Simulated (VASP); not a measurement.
# SiWSN2 (P4/mmm) in VASP: single point with PBE

Aim: the single point of SiWSN2 with PBE.

All numbers are computed with VASP 6.6.1; they aren't measurements. Logs are shortened: lines on timing, memory, paths and dates and some standing lists are left out, and cuts for length are marked.

### Step 1. The cell of the first run

It takes space group P4/mmm (No. 123, tetragonal). The conventional cell has a = 4.166 Å, b = 4.166 Å, c = 4.296 Å, α = 90.00°, β = 90.00°, γ = 90.00°. Within 2.8 Å of Si (site symmetry 4/mmm) lie 4 N at 2.08 Å and 2 W at 2.15 Å. Within 2.8 Å of W (site symmetry 4/mmm) lie 2 Si at 2.15 Å. Within 3.9 Å of S (site symmetry 4/mmm) lie 4 W at 2.95 Å and 8 N at 2.99 Å and 8 Si at 3.65 Å. Within 2.8 Å of N (site symmetry mmm) lie 2 Si at 2.08 Å.

### Step 2. Single point, PBE

File INCAR:

```
SYSTEM = SiWSN2
ALGO = Normal
EDIFF = 1E-6
ENCUT = 520
GGA = PE
ISIF = 2
ISMEAR = 0
LASPH = .TRUE.
LCHARG = .FALSE.
LREAL = .FALSE.
LWAVE = .FALSE.
NBANDS = 25
NELM = 100
PREC = Accurate
SIGMA = 0.1
```

File KPOINTS:

```
k-points
0
G
  4 4 4
  0 0 0
```

File POSCAR:

```
SiWSN2
1.0
    4.1655775900      0.0000000000      0.0000000000
    0.0000000000      4.1655775900      0.0000000000
    0.0000000000      0.0000000000      4.2957686300
Si W S N
1 1 1 2
Direct
    0.5000000000      0.5000000000      0.5000000000
    0.5000000000      0.5000000000      0.0000000000
    0.0000000000      0.0000000000      0.0000000000
    0.5000000000      0.0000000000      0.5000000000
    0.0000000000      0.5000000000      0.5000000000
```

Potentials or basis: VASP PAW PBE potentials, release 64 (Si, W_sv, S, N).

Run with:

```sh
cat potpaw_PBE.64/Si/POTCAR potpaw_PBE.64/W_sv/POTCAR potpaw_PBE.64/S/POTCAR potpaw_PBE.64/N/POTCAR > POTCAR
mpirun -np 1 vasp_std > vasp.out
```

OUTCAR:

```text
SYSTEM = SiWSN2
   EDIFF = 1E-6
   ENCUT = 520
   GGA = PE
   ISIF = 2
   ISMEAR = 0
   LASPH = .TRUE.
   LREAL = .FALSE.
   NELM = 100
   PREC = Accurate

 ion  position               nearest neighbor table
   1  0.500  0.500  0.500-   4 2.08   5 2.08   4 2.08   5 2.08   2 2.15   2 2.15
   2  0.500  0.500  0.000-   1 2.15   1 2.15   3 2.95   3 2.95   3 2.95   3 2.95
   3  0.000  0.000  0.000-   2 2.95   2 2.95   2 2.95   2 2.95
   4  0.500  0.000  0.500-   1 2.08   1 2.08
   5  0.000  0.500  0.500-   1 2.08   1 2.08

  LATTYP: Found a simple tetragonal cell.
 ALAT       =     4.1655775900
 C/A-ratio  =     1.0312540187

  Lattice vectors:

 A1 = (   4.1655775900,   0.0000000000,   0.0000000000)
 A2 = (   0.0000000000,   4.1655775900,   0.0000000000)
 A3 = (   0.0000000000,   0.0000000000,   4.2957686300)

Analysis of symmetry for initial positions (statically):
=====================================================================
 Subroutine PRICEL returns:
 Original cell was already a primitive cell.

 Routine SETGRP: Setting up the symmetry group for a
 simple tetragonal supercell.

 Subroutine GETGRP returns: Found 16 space group operations
 (whereof 16 operations were pure point group operations)
 out of a pool of 16 trial point group operations.

The static configuration has the point symmetry D_4h.

Analysis of symmetry for dynamics (positions and initial velocities):
=====================================================================
 Subroutine PRICEL returns:
 Original cell was already a primitive cell.

 Routine SETGRP: Setting up the symmetry group for a
 simple tetragonal supercell.

 Subroutine GETGRP returns: Found 16 space group operations
 (whereof 16 operations were pure point group operations)
 out of a pool of 16 trial point group operations.

The dynamic configuration has the point symmetry D_4h.

 Subroutine INISYM returns: Found 16 space group operations
 (whereof 16 operations are pure point group operations),
 and found     1 'primitive' translations

----------------------------------------------------------------------------------------

                                     Primitive cell

  volume of cell :      74.5403

  direct lattice vectors                    reciprocal lattice vectors
     4.165577590  0.000000000  0.000000000     0.240062747  0.000000000  0.000000000
     0.000000000  4.165577590  0.000000000     0.000000000  0.240062747  0.000000000
     0.000000000  0.000000000  4.295768630     0.000000000  0.000000000  0.232787211

  length of vectors
     4.165577590  4.165577590  4.295768630     0.240062747  0.240062747  0.232787211

  position of ions in fractional coordinates (direct lattice)
     0.500000000  0.500000000  0.500000000
     0.500000000  0.500000000  0.000000000
     0.000000000  0.000000000  0.000000000
     0.500000000  0.000000000  0.500000000
     0.000000000  0.500000000  0.500000000

  ion indices of the primitive-cell ions
   primitive index   ion index
                 1           1
                 2           2
                 3           3
                 4           4
                 5           5

----------------------------------------------------------------------------------------

 KPOINTS: k-points

Automatic generation of k-mesh.
 Grid dimensions read from file:
 generate k-points for:    4    4    4

 Generating k-lattice:

  Cartesian coordinates                     Fractional coordinates (reciprocal lattice)
     0.060015687  0.000000000  0.000000000     0.250000000  0.000000000  0.000000000
     0.000000000  0.060015687  0.000000000     0.000000000  0.250000000  0.000000000
     0.000000000  0.000000000  0.058196803     0.000000000  0.000000000  0.250000000

  Length of vectors
     0.060015687  0.060015687  0.058196803

  Shift w.r.t. Gamma in fractional coordinates (k-lattice)
     0.000000000  0.000000000  0.000000000

 Subroutine IBZKPT returns following result:
 ===========================================

 Found     18 irreducible k-points:

 Following reciprocal coordinates:
            Coordinates               Weight
  0.000000  0.000000  0.000000      1.000000
  0.250000  0.000000  0.000000      4.000000
  0.500000  0.000000  0.000000      2.000000
  0.250000  0.250000  0.000000      4.000000
  0.500000  0.250000  0.000000      4.000000
  0.500000  0.500000  0.000000      1.000000
[... 10 lines left out ...]
  0.500000  0.250000  0.500000      4.000000
  0.500000  0.500000  0.500000      1.000000
   k-points           NKPTS =     18   k-points in BZ     NKDIM =     18   number of bands    NBANDS=     25
   number of dos      NEDOS =    301   number of ions     NIONS =      5
   total plane-waves  NPLWV =  32768
   dimension x,y,z NGX =    32 NGY =   32 NGZ =   32
   dimension x,y,z NGXF=    64 NGYF=   64 NGZF=   64
   ions per type =               1   1   1   2
   NGX,Y,Z   is equivalent  to a cutoff of  12.77, 12.77, 12.38 a.u.
   NGXF,Y,Z  is equivalent  to a cutoff of  25.54, 25.54, 24.77 a.u.
 SYSTEM =  SiWSN2
   PREC   = accura    normal or accurate (medium, high low for compatibility)
   ISTART =      0    job   : 0-new  1-cont  2-samecut
   ICHARG =      2    charge: 1-file 2-atom 10-const
   ISPIN  =      1    spin polarized calculation?
   LNONCOLLINEAR =      F non collinear calculations
   LSORBIT =      F    spin-orbit coupling
   LASPH  =      T    aspherical Exc in radial PAW
   ENCUT  =  520.0 eV  38.22 Ry    6.18 a.u.   7.75  7.75  7.99*2*pi/ulx,y,z
   NELM   =    100;   NELMIN=  2; NELMDL= -5     # of ELM steps
   EDIFF  = 0.1E-05   stopping-criterion for ELM
   LREAL  =      F    real-space projection
   EDIFFG = 0.1E-04   stopping-criterion for IOM
   NSW    =      0    number of steps for IOM
   IBRION =     -1    ionic relax: 0-MD 1-quasi-New 2-CG
   NFREE  =      0    steps in history (QN), initial steepest desc. (CG)
   ISIF   =      2    stress and relaxation
   ISYM   =      2    0-nonsym 1-usesym 2-fastsym
   POTIM  = 0.5000    time-step for ionic-motion
   TEBEG  =    0.0;   TEEND  =   0.0 temperature during run
   PSTRESS=    0.0 pullay stress
   NELECT =      34.0000    total number of electrons
   NUPDOWN=      -1.0000    fix difference up-down
   EMIN   =  10.00;   EMAX   =-10.00  energy-range for DOS
   EFERMI =   0.00;   METHOD = LEGACY
   ISMEAR =     0;   SIGMA  =   0.10  broadening in eV -4-tet -1-fermi 0-gaus
   EFERMI_NEDOS =   21; number of points for ismear=-14 and -15
   IALGO  =     38    algorithm
   IMIX   =      4    mixing-type and parameters
     AMIX     =   0.40;   BMIX     =  1.00
     AMIX_MAG =   1.60;   BMIX_MAG =  1.00
  volume/ion in A,a.u.               =      14.91       100.60
  Fermi-wavevector in a.u.,A,eV,Ry     =   1.260194  2.381421 21.607256  1.588089
  Thomas-Fermi vector in A             =   2.393716
   LORBIT       =      0    0 simple, 1 ext, 2 COOP (PROOUT), +10 PAW based schemes
   GGA     = PE    functional components
   LHFCALC =     F    Hartree Fock is set to
   AEXX    =    0.0000 exact exchange contribution
   IVDW    =     0    specifies the selected vdW correction
   LEPSILON=     F    determine dielectric tensor
   LRPA    =     F    only Hartree local field effects (RPA)
 non-spin polarized calculation
 Gauss-broadening in eV      SIGMA  =   0.10
  energy-cutoff  :      520.00
  volume of cell :       74.54
 maximum number of plane-waves:      2020
 NGX is ok and might be reduce to    32
   NGX = 15   NGY = 15   NGZ = 15

 number of electron      34.0000003 magnetization

 Free energy of the ion-electron system (eV)
  ---------------------------------------------------
  ext. energy  EPLUGINS =         0.00000000
  ---------------------------------------------------
  free energy    TOTEN  =       -27.47924675 eV

  energy without entropy =      -27.42603494  energy(sigma->0) =      -27.45264085

 E-fermi :   5.6982     XC(G=0): -10.9049

 val. band max:        5.6912930065   @ k =   0.5000   0.0000   0.2500
 cond. band min:       5.7503552335   @ k =   0.2500   0.2500   0.0000
 fundamental gap:      0.0590622270
 Fermi energy:         5.6981896002

 k-point     1 :       0.0000    0.0000    0.0000
  band No.  band energies     occupation
      1     -68.6872      2.00000
      2     -32.9809      2.00000
      3     -32.9809      2.00000
      4     -32.9509      2.00000
      5      -9.6322      2.00000
      6      -6.8585      2.00000
[... 17 lines left out ...]
     24      12.5673      0.00000
     25      14.7006      0.00000

 k-point     2 :       0.2500    0.0000    0.0000
  band No.  band energies     occupation
      1     -68.6872      2.00000
      2     -32.9848      2.00000
      3     -32.9805      2.00000
      4     -32.9506      2.00000
      5      -9.2762      2.00000
      6      -7.2662      2.00000
[... 17 lines left out ...]
     24      12.6351      0.00000
     25      13.0792      0.00000

 k-point     3 :       0.5000    0.0000    0.0000
  band No.  band energies     occupation
      1     -68.6871      2.00000
      2     -32.9888      2.00000
      3     -32.9802      2.00000
      4     -32.9503      2.00000
      5      -8.4545      2.00000
      6      -8.1951      2.00000
[... 17 lines left out ...]
     24      10.0935      0.00000
     25      12.5003      0.00000

 k-point     4 :       0.2500    0.2500    0.0000
  band No.  band energies     occupation
      1     -68.6871      2.00000
      2     -32.9845      2.00000
      3     -32.9844      2.00000
      4     -32.9503      2.00000
      5      -8.9415      2.00000
      6      -7.3710      2.00000
[... 17 lines left out ...]
     24      11.5547      0.00000
     25      13.0418      0.00000
[... 309 lines left out ...]
 k-point    16 :       0.2500    0.2500    0.5000
  band No.  band energies     occupation
      1     -68.6864      2.00000
      2     -32.9842      2.00000
      3     -32.9841      2.00000
      4     -32.9756      2.00000
      5      -8.4889      2.00000
      6      -7.3497      2.00000
[... 17 lines left out ...]
     24      12.3185      0.00000
     25      14.2714      0.00000

 k-point    17 :       0.5000    0.2500    0.5000
  band No.  band energies     occupation
      1     -68.6864      2.00000
      2     -32.9880      2.00000
      3     -32.9837      2.00000
      4     -32.9752      2.00000
      5      -7.9582      2.00000
      6      -7.8407      2.00000
[... 17 lines left out ...]
     24      13.8821      0.00000
     25      13.9678      0.00000

 k-point    18 :       0.5000    0.5000    0.5000
  band No.  band energies     occupation
      1     -68.6863      2.00000
      2     -32.9875      2.00000
      3     -32.9875      2.00000
      4     -32.9747      2.00000
      5      -7.7912      2.00000
      6      -7.7912      2.00000
[... 17 lines left out ...]
     24      13.6141      0.00000
     25      13.6141      0.00000

------------------------ aborting loop because EDIFF is reached ----------------------------------------

  FORCE on cell =-STRESS in cart. coord.  units (eV):
  Direction    XX          YY          ZZ          XY          YZ          ZX
  --------------------------------------------------------------------------------------
  -------------------------------------------------------------------------------------
  Total      -14.7661124    -14.7661124     20.7968388      0.0000000     -0.0000000      0.0000000
  in kB     -317.3842808   -317.3842808    447.0093098      0.0000000     -0.0000000      0.0000000
  external PRESSURE =     -62.5864172 kB  Pullay stress =       0.0000000 kB

 VOLUME and BASIS-vectors are now :
 -----------------------------------------------------------------------------
  energy-cutoff  :      520.00
  volume of cell :       74.54
      direct lattice vectors                 reciprocal lattice vectors
     4.165577590  0.000000000  0.000000000     0.240062747  0.000000000  0.000000000
     0.000000000  4.165577590  0.000000000     0.000000000  0.240062747  0.000000000
     0.000000000  0.000000000  4.295768630     0.000000000  0.000000000  0.232787211

 POSITION                                       TOTAL-FORCE (eV/Angst)
 -----------------------------------------------------------------------------------
      2.08279      2.08279      2.14788         0.000000      0.000000      0.000000
      2.08279      2.08279      0.00000         0.000000      0.000000      0.000000
      0.00000      0.00000      0.00000         0.000000      0.000000      0.000000
      2.08279      0.00000      2.14788         0.000000      0.000000      0.000000
      0.00000      2.08279      2.14788         0.000000      0.000000      0.000000
 -----------------------------------------------------------------------------------
    total drift:                                0.000000     -0.000000     -0.000000

  FREE ENERGIE OF THE ION-ELECTRON SYSTEM (eV)
  ---------------------------------------------------
  free  energy   TOTEN  =       -27.4792467537 eV

  energy  without entropy=      -27.4260349417  energy(sigma->0) =      -27.45264085
```

It took 31 s on 1 thread of Intel Xeon 6975P-C, shared host; peak memory 0.19 GiB.

What came out:

```
Free energy            : -27.4792 eV
Pressure               : -6.3 GPa
Band gap on the k mesh : zero (band 17 reaches 6.22 eV, above the bottom of band 18 at 5.21 eV)
```

Caveat: the k points lie up to 0.38 Å⁻¹ apart; spin-orbit coupling is left out, which moves the levels of the heavy elements.
